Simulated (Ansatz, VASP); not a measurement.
## Mg3Zn7S10: VASP beside Ansatz

```
Mg S Zn
1.0
     0.00085    0.00046    6.37327
    -0.00756    6.75673    0.00050
    -9.77075   -3.36753   -0.00156
Mg S Zn
3 10 7
Direct
  0.99918 0.53880 0.40777
  0.99909 0.33248 0.99496
  0.99907 0.93746 0.20144
  0.37207 0.73388 0.79978
  0.38640 0.53479 0.40188
  0.37202 0.13445 0.60091
  0.38642 0.33322 0.99872
  0.38630 0.93391 0.20030
  0.87047 0.46358 0.60937
  0.87124 0.27577 0.20154
  0.87058 0.87861 0.40803
  0.87067 0.05570 0.79371
  0.87067 0.67223 0.99513
  0.99951 0.73244 0.79909
  0.99951 0.13490 0.60363
  0.49938 0.46673 0.60269
  0.50266 0.26901 0.20017
  0.50087 0.87089 0.40252
  0.49948 0.06411 0.79758
  0.50083 0.66841 0.99778
```

Alike in both runs: task single point; functional PBE; k mesh 4 × 4 × 3; occupations gaussian, width 0.02 eV; no spin polarisation.

```csv
,VASP,Ansatz
version,VASP 6.6.1,Ansatz 0.2.0
potentials or method,"VASP PAW PBE potentials, release 64 (Mg, S, Zn), cutoff 520 eV","scalar-relativistic, plane waves, PAW"
valence electrons in the cell,150,174
```

```tsv
	VASP	Ansatz	Ansatz less VASP
gap on the k mesh at the Fermi level (eV)	2.30	2.30	-0.001
least direct gap on the mesh (eV)	2.30	2.30	-0.001
pressure (GPa)	0.1	0.0	-0.04
traceless stress, the component that is largest in VASP (GPa)	0.06	0.06	+0.001
rms of the force components (eV/Å)	0.011	0.008	-0.0031
```

Atom by atom the forces differ by 0.008 eV/Å (rms over components). VASP's potentials hold 150 valence electrons a cell and Ansatz's 174, so a difference there can come from the potentials and not from the codes.
